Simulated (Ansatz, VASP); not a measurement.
**TiIn2 in VASP and in Ansatz**

The input INCAR:

```
SYSTEM = TiIn2
PREC = Accurate ; ENCUT = 600
EDIFF = 1E-7 ; ISMEAR = 0
SIGMA = 0.1 ; LREAL = .FALSE.
LASPH = .TRUE. ; NELM = 60
ALGO = Normal ; ISIF = 3
LWAVE = .FALSE. ; LCHARG = .FALSE.
GGA = PE ; IBRION = 2
NSW = 90 ; EDIFFG = -0.04
```

Contents of KPOINTS:

```
regular mesh
0
G
  6 6 4
  0 0 0
```

File POSCAR:

```
TiIn2
1.0
    4.1465171900      0.0000000000      0.0000000000
   -2.0732585900      3.5909892200      0.0000000000
    0.0000000000      0.0000000000      4.5865472000
Ti In
1 2
Direct
    0.0000000000      0.0000000000      0.0000000000
    0.3333333300      0.6666666700      0.5000000000
    0.6666666700      0.3333333300      0.5000000000
```

Input for Ansatz:

```yaml
crystal:
  lattice:
    - [4.14651719, 0.0, 0.0]
    - [-2.07325859, 3.59098922, 0.0]
    - [0.0, 0.0, 4.5865472]
  atoms:
    - { symbol: Ti, position: [0.0, 0.0, 0.0] }
    - { symbol: In, position: [0.33333333, 0.66666667, 0.5] }
    - { symbol: In, position: [0.66666667, 0.33333333, 0.5] }
basis:
  ecutwfc: 420
kpoints:
  mp_grid: { grid: [6, 6, 4] }
hamiltonian:
  xc: pbe
scf:
  occupations: { method: gaussian, width: 0.1 }
  lower_state_search: "off"
output:
  forces: true
  stress: true
  eigenvalues: true
relax:
  adjacent_minimum: "off"
  f_tol: 0.04
  max_steps: 70
  cell: { stress_tol: 0.4 }
```

Change from the starting cell: species swapped into the EuSi2 type (P6/mmm, No. 191).

Alike in both runs: task relaxation of cell and atoms; functional PBE; k mesh 6 × 6 × 4; occupations gaussian, width 0.1 eV; no spin polarisation.

|  | VASP | Ansatz |
| --- | --- | --- |
| version | VASP 6.6.1 | Ansatz 0.2.0 |
| potentials or method | VASP PAW PBE potentials, release 64 (Ti_sv, In_d), cutoff 600 eV | scalar-relativistic, plane waves, PAW |
| valence electrons in the cell | 38 | 38 |

```csv
,VASP,Ansatz,Ansatz less VASP
"gap on the k mesh at the Fermi level, each at its own relaxed structure (eV)",none,none,-
relaxed volume (Å³/atom),21.46,21.46,+0.003
relaxed cell length with the largest relative difference (Å),2.914,2.907,-0.0066
```

A gap of «none» marks a metal or a gap that the smearing closes.
